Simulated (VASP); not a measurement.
# Co8Si15 (P1) in VASP: single point with PBE

Aim: the single point of Co8Si15 with PBE.

Program: VASP 6.6.1. These are calculated values, not measurements. Logs are shortened: lines on timing, memory, paths and dates and some standing lists are left out, and cuts for length are marked.

## 1. The cell of the first run

The typed cell holds 23 atoms: a = 7.509 Å, b = 7.513 Å, c = 7.507 Å, α = 60.89°, β = 60.88°, γ = 60.88°.

## 2. Single point, PBE, collinear spin, ferromagnetic start

Contents of INCAR:

```
ALGO     = Normal         # electronic algorithm
EDIFF    = 1E-6           # SCF threshold, eV
ENCUT    = 520            # plane-wave cutoff, eV
GGA      = PE             # functional
ISIF     = 2              # what is computed and relaxed
ISMEAR   = 0              # smearing method
ISPIN    = 2              # spin polarisation
ISYM     = 0            
LASPH    = T              # aspherical terms in the spheres
LCHARG   = F              # write CHGCAR
LMAXMIX  = 4              # l up to which the mixer works
LORBIT   = 11             # projections on sites
LREAL    = Auto         
LWAVE    = F              # write WAVECAR
MAGMOM   = 3 3 3 3 3 3 3 3 0 0 0 0 0 0 0 0 0 0 0 0 0 0 0 # initial moments
NBANDS   = 87             # bands
NELM     = 150            # most SCF steps
PREC     = Accurate       # precision mode
SIGMA    = 0.1            # smearing width, eV
```

Contents of KPOINTS:

```
Automatic mesh
0
Gamma
  2 2 2
  0.5 0.5 0.5
```

Contents of POSCAR:

```
Co8Si15
1.0
    5.3101591955     -0.0699693609      5.3081638007
    5.3131050248      5.3112828077     -0.0729151902
   -0.0697464956      5.3081141131      5.3079409354
Co Si
8 15
Direct
    0.9992888389     -0.0001484759      0.5018351912
    0.9981257512      0.4986843928      0.5038707985
    0.4998956681      1.0005932249      0.5021266484
    0.4997522853      0.4995193551      0.5016667963
   -0.0012828488      1.0003239295      1.0011825912
    0.9957324648      0.4953322202      0.9971807040
    0.4998412685     -0.0003318545      0.0013721488
    0.5005300124      0.4989316068      0.0009490536
    0.1277186687      0.1233198926      0.1296808699
    0.1232281257      0.6235481659      0.1266614450
    0.6248588062      0.1253968653      0.1301671395
    0.6232586938      0.6280857917      0.1295564458
    0.1279280024      0.1252283786      0.6272269548
    0.1277747667      0.6282484066      0.6250888865
    0.6268824612      0.1277050215      0.6285473220
    0.6242727501      0.6289616617      0.6269455284
    0.3730128407      0.3730778587      0.3756627816
    0.3732294686      0.8730864838      0.3751880608
    0.8722925262      0.3721014398      0.3746746326
    0.8728399051      0.8731058590      0.3757376271
    0.3730678316      0.3718288253      0.8742494043
    0.3732128593      0.8731697086      0.8751928851
    0.8722642785      0.8724730514      0.8743921290
```

Potentials or basis: VASP PAW PBE potentials, release 64 (Co, Si).

On the command line:

```
$ cat potpaw_PBE.64/Co/POTCAR potpaw_PBE.64/Si/POTCAR > POTCAR
$ mpirun -np 1 vasp_std > vasp.out
```

OUTCAR:

```text
EDIFF = 1E-6
   ENCUT = 520
   GGA = PE
   ISIF = 2
   ISMEAR = 0
   ISPIN = 2
   ISYM = 0
   LASPH = T
   LORBIT = 11
   LREAL = Auto
   NELM = 150
   PREC = Accurate

 ion  position               nearest neighbor table
   1  0.999  1.000  0.502-  14 2.31   9 2.31  15 2.31  19 2.31  23 2.31  20 2.31  13 2.31  18 2.32

   2  0.998  0.499  0.504-  13 2.32  14 2.32  16 2.32  20 2.32  17 2.32  19 2.32  10 2.34
   3  0.500  0.001  0.502-  16 2.31  11 2.31  13 2.31  17 2.31  20 2.31  22 2.31  15 2.32  18 2.32

   4  0.500  0.500  0.502-  14 2.31  12 2.31  15 2.31  17 2.31  16 2.31  19 2.31  21 2.31  18 2.32
[... 22 lines left out ...]
  17  0.373  0.373  0.376-   4 2.31   3 2.31   8 2.32   2 2.32  13 2.64  11 2.64  10 2.67  14 2.70
                            12 2.70  15 2.71
  18  0.373  0.873  0.375-   7 2.32   4 2.32   1 2.32   3 2.32  14 2.62  12 2.62   9 2.63  16 2.69
                            11 2.69  13 2.69
  19  0.872  0.372  0.375-   1 2.31   4 2.31   2 2.32   6 2.34  15 2.62   9 2.64  12 2.64  10 2.69
                            13 2.72  16 2.72
  20  0.873  0.873  0.376-   1 2.31   3 2.31   5 2.32   2 2.32  16 2.64  11 2.64  10 2.67  14 2.69
                             9 2.70  15 2.71
  21  0.373  0.372  0.874-   7 2.31   4 2.31   8 2.32   6 2.34  15 2.62   9 2.64  14 2.65  10 2.69
                            11 2.71  16 2.72
  22  0.373  0.873  0.875-   7 2.31   3 2.31   5 2.32   8 2.32  16 2.63  13 2.64  10 2.67  12 2.70
                             9 2.70  15 2.72
  23  0.872  0.872  0.874-   7 2.31   1 2.31   5 2.32   6 2.34  15 2.63  14 2.64  12 2.64  10 2.69
                            13 2.72  11 2.72

IMPORTANT INFORMATION: All symmetrisations will be switched off!
NOSYMM: (Re-)initialisation of all symmetry stuff for point group C_1.

----------------------------------------------------------------------------------------

                                     Primitive cell

  volume of cell :     305.4023

  direct lattice vectors                    reciprocal lattice vectors
     5.310159195 -0.069969361  5.308163801     0.093578280 -0.092325980  0.093558613
     5.313105025  5.311282808 -0.072915190     0.093475841  0.093503689 -0.092278464
    -0.069746496  5.308114113  5.307940935    -0.092298132  0.093614316  0.093566801

  length of vectors
     7.508614341  7.512930633  7.507008524     0.161351155  0.161232713  0.161360874

  position of ions in fractional coordinates (direct lattice)
     0.999288839  0.999851524  0.501835191
     0.998125751  0.498684393  0.503870799
     0.499895668  0.000593225  0.502126648
     0.499752285  0.499519355  0.501666796
     0.998717151  0.000323929  0.001182591
     0.995732465  0.495332220  0.997180704
[... 15 lines left out ...]
     0.373212859  0.873169709  0.875192885
     0.872264278  0.872473051  0.874392129

[... 122 lines left out ...]
  free energy    TOTEN  =      -146.48586658 eV

  energy without entropy =     -146.41536410  energy(sigma->0) =     -146.45061534

 E-fermi :   9.4447     XC(G=0): -11.5462

 val. band max:        9.3514152742   @ k =   0.2500   0.2500   0.2500
 cond. band min:       9.4999064284   @ k =   0.2500  -0.2500   0.2500
 fundamental gap:      0.1484911542
 Fermi energy:         9.4446657363

 spin component 1

 k-point     1 :       0.2500    0.2500    0.2500
  band No.  band energies     occupation
      1      -3.2007      1.00000
      2      -1.3698      1.00000
      3      -0.3435      1.00000
      4      -0.3420      1.00000
      5      -0.3263      1.00000
      6       0.1836      1.00000
[... 313 lines left out ...]
     77      12.4068      0.00000
     78      12.5281      0.00000
 Fermi energy:         9.4446657363

 spin component 2

 k-point     1 :       0.2500    0.2500    0.2500
  band No.  band energies     occupation
      1      -3.2007      1.00000
      2      -1.3698      1.00000
      3      -0.3435      1.00000
      4      -0.3420      1.00000
      5      -0.3263      1.00000
      6       0.1836      1.00000
[... 313 lines left out ...]
     77      12.4068      0.00000
     78      12.5281      0.00000
 [bands above 78 left out]

------------------------ aborting loop because EDIFF is reached ----------------------------------------

  FORCE on cell =-STRESS in cart. coord.  units (eV):
  Direction    XX          YY          ZZ          XY          YZ          ZX
  --------------------------------------------------------------------------------------
  -------------------------------------------------------------------------------------
  Total       -0.2547434     -0.2218937     -0.2175511      0.0429116     -0.0480529      0.0138132
  in kB       -1.3364148     -1.1640816     -1.1412995      0.2251194     -0.2520911      0.0724660
  external PRESSURE =      -1.2139320 kB  Pullay stress =       0.0000000 kB

 VOLUME and BASIS-vectors are now :
 -----------------------------------------------------------------------------
  energy-cutoff  :      520.00
  volume of cell :      305.40
      direct lattice vectors                 reciprocal lattice vectors
     5.310159195 -0.069969361  5.308163801     0.093578280 -0.092325980  0.093558613
     5.313105025  5.311282808 -0.072915190     0.093475841  0.093503689 -0.092278464
    -0.069746496  5.308114113  5.307940935    -0.092298132  0.093614316  0.093566801

 POSITION                                       TOTAL-FORCE (eV/Angst)
 -----------------------------------------------------------------------------------
     10.58370      7.90437      7.89520         0.001129      0.002311     -0.013671
      7.91463      5.25342      7.93637         0.012063     -0.010275     -0.010305
      2.62266      2.63352      5.31874        -0.005092      0.003701      0.004762
      5.27277      5.28103      5.27916         0.004071     -0.008284     -0.002266
      5.30499     -0.06188      5.30761        -0.001715      0.001522      0.009915
      7.84970      7.85433     10.54237        -0.016183      0.012597      0.002051
[... 15 lines left out ...]
      6.56002      9.25716      6.56288         0.005917      0.006453      0.000578
      9.20642      9.21429      9.20773         0.008398      0.001677     -0.003981
 -----------------------------------------------------------------------------------
    total drift:                                0.015605     -0.003518     -0.001928

  FREE ENERGIE OF THE ION-ELECTRON SYSTEM (eV)
  ---------------------------------------------------
  free  energy   TOTEN  =      -146.4858665814 eV

  energy  without entropy=     -146.4153640967  energy(sigma->0) =     -146.45061534

 total charge

# of ion       s       p       d       tot
------------------------------------------
    1        0.550   0.722   7.613   8.886
    2        0.516   0.619   7.542   8.677
    3        0.551   0.728   7.601   8.880
    4        0.550   0.723   7.614   8.887
    5        0.517   0.620   7.543   8.680
    6        0.506   0.621   7.529   8.657
[... 15 lines left out ...]
   22        0.726   0.871   0.000   1.597
   23        0.719   0.876   0.000   1.595
--------------------------------------------------
tot         15.175  18.414  60.599  94.188

 magnetization (x)

# of ion       s       p       d       tot
------------------------------------------
    1       -0.000   0.000  -0.000  -0.000
    2        0.000   0.000  -0.000  -0.000
    3       -0.000  -0.000   0.000   0.000
    4       -0.000   0.000   0.000   0.000
    5        0.000   0.000  -0.000  -0.000
    6        0.000   0.000   0.000   0.000
[... 15 lines left out ...]
   22       -0.000  -0.000   0.000  -0.000
   23        0.000   0.000   0.000   0.000
--------------------------------------------------
tot         -0.000   0.000  -0.000   0.000
```

OSZICAR:

```text
N       E                     dE             d eps       ncg     rms          rms(c)
DAV:   1     0.982611637600E+03    0.98261E+03   -0.53231E+04  1392   0.156E+03
DAV:   2    -0.350337771679E+02   -0.10176E+04   -0.97384E+03  1392   0.376E+02
DAV:   3    -0.145167399228E+03   -0.11013E+03   -0.10097E+03  1534   0.138E+02
DAV:   4    -0.152775567628E+03   -0.76082E+01   -0.73890E+01  1760   0.337E+01
[... 15 lines left out ...]
DAV:  20    -0.146485889021E+03    0.65050E-04   -0.18013E-04  2088   0.184E-01    0.927E-02
DAV:  21    -0.146485892340E+03   -0.33190E-05   -0.72743E-05  2104   0.102E-01    0.810E-02
DAV:  22    -0.146485874666E+03    0.17673E-04   -0.46457E-05  2032   0.906E-02    0.530E-02
DAV:  23    -0.146485865872E+03    0.87948E-05   -0.27125E-05  2088   0.422E-02    0.136E-02
DAV:  24    -0.146485866581E+03   -0.70977E-06   -0.68967E-06  1576   0.278E-02
   1 F= -.14648587E+03 E0= -.14645062E+03  d E =-.705025E-01  mag=    -0.0003
```

Run time: 7.2 min. Hardware: 1 thread of Intel Xeon 6975P-C (Granite Rapids), shared host; peak memory 0.63 GiB.

What came out:

```yaml
Free_energy: -146.4859 eV
Pressure: -0.1 GPa
Largest_force: 0.042 eV/Å
Band_gap_on_the_k_mesh: 0.15 eV
Net_moment: 0.00 μB per cell
Valence_electrons_inside_the_program's_atomic_spheres: Co 8.89, 8.68, 8.88, 8.66 (each value once); Si 1.61, 1.55, 1.59, 1.60 (each value once)
```

Forces on the atoms (eV/Å):
```
Co   0.001  0.002 -0.014
Co   0.012 -0.010 -0.010
Co  -0.005  0.004  0.005
Co   0.004 -0.008 -0.002
Co  -0.002  0.002  0.010
Co  -0.016  0.013  0.002
Co   0.014 -0.012 -0.018
Co  -0.007  0.011 -0.005
Si  -0.004 -0.002  0.012
Si   0.009 -0.029 -0.013
Si  -0.013 -0.010 -0.004
Si  -0.010 -0.005  0.003
Si  -0.011 -0.007 -0.003
Si  -0.008 -0.007 -0.002
Si  -0.018  0.005  0.038
Si  -0.006 -0.007  0.013
Si   0.004 -0.001 -0.008
Si   0.015  0.015 -0.005
Si   0.012  0.012  0.009
Si   0.008  0.006 -0.001
Si   0.006  0.021 -0.004
Si   0.006  0.006  0.001
Si   0.008  0.002 -0.004
```

Caveat: a shifted mesh leaves out Γ, where band edges can lie. A k mesh can miss the band edges.
